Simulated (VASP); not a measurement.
Wanted: the native input for a VASP 6.6.1 run.

| Quantity | Value |
| --- | --- |
| Task | single point |
| Functional | PBE |
| Potentials or basis | VASP PAW PBE potentials, release 64 (In_d, H) |
| Cutoff | 520 eV |
| k mesh | 6 × 6 × 4 |
| Occupations | gaussian, width 0.1 eV |
| Spin | no spin polarisation |
| Dipole correction | no |
| Further INCAR settings | ALGO = Normal; EDIFF = 1e-07; NBANDS = 16 |

The structure of InH3 lies in POSCAR:

```
InH3
1.0
    3.5143807100      0.0000000000      0.0000000000
   -1.7571903600      3.0435429800      0.0000000000
    0.0000000000      0.0000000000      5.4296460200
In H
1 3
Direct
    0.0000000000      0.0000000000      0.0000000000
    0.5000000000      0.0000000000      0.5000000000
    0.0000000000      0.5000000000      0.5000000000
    0.5000000000      0.5000000000      0.5000000000
```

The cell was built from a structure type or drawn by symmetry, and may not be a known phase.

These files were run (other wordings do the same):

INCAR

```
SYSTEM = InH3
  ALGO = Normal
  EDIFF = 1E-7
  ENCUT = 520
  GGA = PE
  ISIF = 2
  ISMEAR = 0
  LASPH = .True.
  LCHARG = .True.
  LELF = .True.
  LREAL = .False.
  LVHAR = .True.
  LWAVE = .False.
  NBANDS = 16
  NELM = 80
  PREC = Accurate
  SIGMA = 0.1
```

KPOINTS

```
k-points
0
Gamma
  6 6 4
  0 0 0
```

Potentials or basis: VASP PAW PBE potentials, release 64 (In_d, H).

Launch:

```console
$ cat potpaw_PBE.64/In_d/POTCAR potpaw_PBE.64/H/POTCAR > POTCAR
$ mpirun -np 1 vasp_std > vasp.out
```

It gave:

```json
{
 "Pressure": "-8.9 GPa",
 "Band gap on the k mesh": "zero (bands 8 and 9 overlap by 3.87 eV)"
}
```

Caveat: the cell stands under tension; spin-orbit coupling is left out, which moves the levels of the heavy elements.

Wall time 10 s on 1 thread of Intel(R) Xeon(R) 6975P-C (Granite Rapids) (shared host), peak memory 0.18 GiB.
